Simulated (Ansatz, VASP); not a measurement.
One calculation of SrO, two programs

```
CELL_PARAMETERS angstrom
0.00000 2.69829 2.69829
2.69829 0.00000 2.69829
2.69829 2.69829 0.00000
ATOMIC_POSITIONS crystal
Sr 0.00000 0.00000 0.00000
O 0.50000 0.50000 0.50000
```

Change from the starting cell: strain +0.050 along x and y, +0.050 along z, atoms carried along.

Alike in both runs: task single point; functional LDA; k mesh 8 × 8 × 8; occupations gaussian, width 0.05 eV; no spin polarisation.

```csv
,VASP,Ansatz
version,VASP 6.6.1,Ansatz 0.2.0
potentials or method,"VASP PAW LDA potentials, release 64 (Sr_sv, O), cutoff 520 eV","scalar-relativistic, plane waves, PAW"
valence electrons in the cell,16,16
```

```csv
,VASP,Ansatz,Ansatz less VASP
gap on the k mesh at the Fermi level (eV),2.87,2.87,+0.003
least direct gap on the mesh (eV),2.87,2.87,+0.003
pressure (GPa),-12.6,-12.9,-0.33
```

LDA's correlation is that of Perdew and Zunger in VASP and of Perdew and Wang (1992) in Ansatz.
